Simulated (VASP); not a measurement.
A run of VASP 6.6.1 is set up as follows.

File INCAR:

```
SYSTEM = BeZn2S2O
ALGO = Normal ; EDIFF = 1E-6
ENCUT = 520 ; GGA = PE
ISIF = 2 ; ISMEAR = 0
ISPIN = 2 ; LASPH = .TRUE.
LCHARG = .FALSE. ; LORBIT = 11
LREAL = .FALSE. ; LWAVE = .FALSE.
MAGMOM = 0 0 0 0 0 0 0 0 0 0 1 1 ; NBANDS = 60
NELM = 150 ; PREC = Accurate
SIGMA = 0.1
```

The input KPOINTS:

```
k-points
0
G
  3 3 2
  0 0 0
```

POSCAR

```
BeZn2S2O
1.0
    5.7978567800      0.0000000000      0.0000000000
   -2.8989283900      5.0210912600      0.0000000000
    0.0000000000      0.0000000000      7.8217234800
Be Zn S O
2 4 4 2
Direct
    0.0000000000      0.0000000000      0.6015868300
    0.0000000000      0.0000000000      0.3984131700
    0.3333333300      0.6666666700      0.6789056600
    0.6666666700      0.3333333300      0.6789056600
    0.6666666700      0.3333333300      0.3210943400
    0.3333333300      0.6666666700      0.3210943400
    0.5000000000      0.0000000000      0.5000000000
    0.0000000000      0.5000000000      0.5000000000
    0.5000000000      0.5000000000      0.5000000000
    0.0000000000      0.0000000000      0.0000000000
    0.0000000000      0.0000000000      0.2316201000
    0.0000000000      0.0000000000      0.7683799000
```

Potentials or basis: VASP PAW PBE potentials, release 64 (Be, Zn, S, O).

Launch:

```sh
$ cat potpaw_PBE.64/Be/POTCAR potpaw_PBE.64/Zn/POTCAR potpaw_PBE.64/S/POTCAR potpaw_PBE.64/O/POTCAR > POTCAR
$ mpirun -np 1 vasp_std > vasp.out
```

**Question.** Predict the largest force.

**Answer.** 4.637 eV/Å.

**Question.** Estimate the pressure.

**Answer.** 21.4 GPa.

**Question.** What does it give for the site moments?

**Answer.** Be +0.03; Zn -0.01; S -0.05, +0.52; O +0.12 μB.

Stress tensor (GPa, compression positive):
```
17.65  0.00  0.00
 0.00 17.65  0.00
 0.00  0.00 28.82
```

Caveat: the k points lie up to 0.42 Å⁻¹ apart; forces of over 1 eV/Å act on the atoms, so gaps and moduli don't describe the material at rest.
